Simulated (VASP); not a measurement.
Here is a VASP 6.6.1 calculation.

POSCAR

```
GaN
1.0
    3.1150838257      0.0000000000      0.0000000000
   -1.5575419129      2.6977417280      0.0000000000
    0.0000000000      0.0000000000      5.0605418376
Ga N
2 2
Direct
    0.6666666667      0.3333333333      0.5000000000
    0.3333333333      0.6666666667      0.0000000000
    0.6666666667      0.3333333333      0.8750000000
    0.3333333333      0.6666666667      0.3750000000
```

File INCAR.step1:

```
PREC = Accurate
ENCUT = 520
ISMEAR = -1
SIGMA = 0.05
LREAL = F
LASPH = T
NELM = 150
MAGMOM = 0 0 0 0 0 0 0 0 0 0 0 0
LSORBIT = T
GGA_COMPAT = F
NBANDS = 50
GGA = PE
ALGO = Normal
EDIFF = 1E-4
LWAVE = T
LCHARG = F
```

Contents of INCAR.step2:

```
PREC = Accurate
ENCUT = 520
EDIFF = 1E-7
ISMEAR = -1
SIGMA = 0.05
LREAL = F
LASPH = T
NELM = 150
ALGO = Normal
ISIF = 2
LWAVE = F
LCHARG = T
MAGMOM = 0 0 0 0 0 0 0 0 0 0 0 0
LORBIT = 11
LSORBIT = T
GGA_COMPAT = F
LORBMOM = T
METAGGA = R2SCAN
LMIXTAU = T
LVHAR = T
NBANDS = 50
ISTART = 1
```

File KPOINTS:

```
regular mesh
0
Gamma
  10 10 5
```

Potentials or basis: VASP PAW PBE potentials, release 64 (Ga_d, N).

Command:

```console
$ cat potpaw_PBE.64/Ga_d/POTCAR potpaw_PBE.64/N/POTCAR > POTCAR
$ cp INCAR.step1 INCAR
$ mpirun -np 1 vasp_ncl > vasp.out
$ cp INCAR.step2 INCAR
$ mpirun -np 1 vasp_ncl > vasp.out
```

Problem. Estimate the net moment.

Solution. 0.00 μB per cell.

Problem. Predict the largest force.

Solution. 0.163 eV/Å.

Problem. What does it give for the pressure?

Solution. 16.6 GPa.

Forces in eV/Å, atoms in the order of the input:
```
Ga   0.000  0.000 -0.163
Ga   0.000  0.000 -0.163
N    0.000  0.000  0.163
N    0.000  0.000  0.163
```

Caveat: the PAW data sets were made with another functional, which shifts forces and pressure a little.
